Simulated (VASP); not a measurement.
Here is a VASP 6.6.1 calculation.

POSCAR

```
AlN
1.0
    3.1130000000      0.0000000000      0.0000000000
   -1.5565000000      2.6959370820      0.0000000000
    0.0000000000      0.0000000000      4.9810000000
Al N
2 2
Direct
    0.3333333333      0.6666666667      0.0000000000
    0.6666666667      0.3333333333      0.5000000000
    0.3333333333      0.6666666667      0.3800000000
    0.6666666667      0.3333333333      0.8800000000
```

The input INCAR.step1:

```
ALGO     = Normal         # electronic algorithm
EDIFF    = 1E-5           # SCF threshold, eV
ENCUT    = 660            # plane-wave cutoff, eV
GGA      = PE             # functional
GGA_COMPAT= False        
ISMEAR   = 0              # smearing method
LASPH    = True           # aspherical terms in the spheres
LCHARG   = False          # write CHGCAR
LREAL    = False          # projectors in reciprocal space
LWAVE    = True           # write WAVECAR
NBANDS   = 16             # bands
NELM     = 120            # most SCF steps
PREC     = Accurate       # precision mode
SIGMA    = 0.01           # smearing width, eV
```

The input INCAR.step2:

```
ALGO     = Normal         # electronic algorithm
EDIFF    = 1E-6           # SCF threshold, eV
ENCUT    = 660            # plane-wave cutoff, eV
GGA_COMPAT= False        
ISIF     = 2              # what is computed and relaxed
ISMEAR   = 0              # smearing method
ISTART   = 1            
LASPH    = True           # aspherical terms in the spheres
LCHARG   = False          # write CHGCAR
LMIXTAU  = True         
LREAL    = False          # projectors in reciprocal space
LWAVE    = False          # write WAVECAR
METAGGA  = R2SCAN         # meta-GGA
NBANDS   = 16             # bands
NELM     = 120            # most SCF steps
PREC     = Accurate       # precision mode
SIGMA    = 0.01           # smearing width, eV
```

The input KPOINTS:

```
k-points
0
Gamma
  7 7 4
```

Potentials or basis: VASP PAW PBE potentials, release 64 (Al, N).

The run is started by

```bash
$ cat potpaw_PBE.64/Al/POTCAR potpaw_PBE.64/N/POTCAR > POTCAR
$ cp INCAR.step1 INCAR
$ mpirun -np 1 vasp_std > vasp.out
$ cp INCAR.step2 INCAR
$ mpirun -np 1 vasp_std > vasp.out
```

Task: What does it give for the pressure?

Result: -1.3 GPa.

Task: What does it give for the band gap on the k mesh?

Result: 4.90 eV.

Stress tensor (GPa, compression positive):
```
-1.88  0.00  0.00
 0.00 -1.88  0.00
 0.00  0.00 -0.09
```

Caveat: the PAW data sets were made with another functional, which shifts forces and pressure a little. r2SCAN opens gaps a little over a GGA but as a rule still falls short of measured ones.
